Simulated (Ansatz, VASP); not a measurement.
**Two plane-wave programs on Fe**

The input POSCAR:

```
Fe
1.0
    0.0000000000      2.3055978287      2.3055978287
    2.3055978287      0.0000000000      2.3055978287
    2.3055978287      2.3055978287      0.0000000000
Fe
2
Direct
    0.1250000000      0.1250000000      0.1250000000
    0.8750000000      0.8750000000      0.8750000000
```

Contents of INCAR.step1:

```
ALGO = Normal ; EDIFF = 1E-4
ENCUT = 520 ; GGA = PE
ISMEAR = -1 ; LASPH = T
LCHARG = F ; LREAL = F
LWAVE = T ; NBANDS = 15
NELM = 80 ; PREC = Accurate
SIGMA = 0.1
```

Contents of INCAR.step2:

```
ALGO = Normal ; EDIFF = 1E-7
ENCUT = 520 ; ISIF = 2
ISMEAR = -1 ; ISTART = 1
LASPH = T ; LCHARG = F
LMIXTAU = T ; LREAL = F
LWAVE = F ; METAGGA = R2SCAN
NBANDS = 15 ; NELM = 80
PREC = Accurate ; SIGMA = 0.1
```

File KPOINTS:

```
k-points
0
Gamma
  13 13 13
```

Input for Ansatz:

```yaml
crystal:
  lattice:
    - [0.0, 2.3055978287, 2.3055978287]
    - [2.3055978287, 0.0, 2.3055978287]
    - [2.3055978287, 2.3055978287, 0.0]
  atoms:
    - { symbol: Fe, position: [0.125, 0.125, 0.125] }
    - { symbol: Fe, position: [0.875, 0.875, 0.875] }
hamiltonian:
  xc: r2scan
  pseudopotentials:
    kind: paw
    azcp:
      Fe: "pseudopotentials/Fe.paw.azcp"
basis:
  ecutwfc: 500
  fft_grid_basis: typed
kpoints:
  mp_grid: { grid: [13, 13, 13], shift: [0, 0, 0] }
magnetization:
  spin_polarized: false
scf:
  occupations: { method: fermi_dirac, width: 0.1 }
  lower_state_search: "off"
output:
  stress: true
  write_density: true
  write_potential: true
  elf: true
  volumetric_format: npy
```

Alike in both runs: task single point; functional r2SCAN; k mesh 13 × 13 × 13; occupations fermi-dirac, width 0.1 eV; no spin polarisation.

|  | VASP | Ansatz |
| --- | --- | --- |
| version | VASP 6.6.1 | Ansatz 0.2.0 |
| potentials or method | VASP PAW PBE potentials, release 64 (Fe), cutoff 520 eV | plane waves (500 eV) with PAW, scalar-relativistic |
| valence electrons in the cell | 16 | 32 |

```tsv
	VASP	Ansatz	Ansatz less VASP
pressure (GPa)	26.8	29.2	+2.36
```

VASP's potentials were made for PBE, not for r2SCAN. VASP's potentials hold 16 valence electrons a cell and Ansatz's 32, so a difference there can come from the potentials and not from the codes.
